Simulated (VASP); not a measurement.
Write the native input for VASP 6.6.1 that does the following.

```
Task                   : single point
Functional             : LDA
Potentials or basis    : VASP PAW LDA potentials, release 64 (Te)
Cutoff                 : 500 eV
k mesh                 : 2 × 4 × 3
Occupations            : fermi-dirac, width 0.1 eV
Spin                   : no spin polarisation
Dipole correction      : no
Further INCAR settings : ALGO = Normal; EDIFF = 1e-06; NBANDS = 20
```

The structure of Te lies in POSCAR:

```
Te
1.0
    9.2140160000      0.0000000000      0.0000000000
    0.0000000000      3.1522020000      0.0000000000
    0.0000000000      0.0000000000      4.4566410000
Te
4
Direct
    0.7500000000      0.5000000000      0.5206230000
    0.2500000000      0.5000000000      0.4793770000
    0.0000000000      0.5000000000      0.0000000000
    0.5000000000      0.5000000000      0.0000000000
```

These files were run (other wordings do the same):

INCAR

```
PREC = Accurate
ENCUT = 500
EDIFF = 1E-6
ISMEAR = -1
SIGMA = 0.1
LREAL = False
LASPH = True
NELM = 120
ALGO = Normal
ISIF = 2
LWAVE = False
LCHARG = False
NBANDS = 20
GGA_COMPAT = False
```

KPOINTS

```
Automatic mesh
0
Gamma
  2 4 3
```

Potentials or basis: VASP PAW LDA potentials, release 64 (Te).

The run is started by

```sh
$ cat potpaw_LDA.64/Te/POTCAR > POTCAR
$ mpirun -np 1 vasp_std > vasp.out
```

It gave:

- Pressure: -2.9 GPa
- Largest force: 0.019 eV/Å
- Band gap on the k mesh: zero (bands 12 and 13 overlap by 3.11 eV)

Caveat: the k points lie up to 0.50 Å⁻¹ apart, too coarse for converged energies and pressures of a metal; spin-orbit coupling is left out, which moves the levels of the heavy elements.

Run time: 33 s on 1 thread of AMD EPYC 7R43 64-Core Processor (Zen 3), with other jobs on the host, peak memory 0.16 GiB.
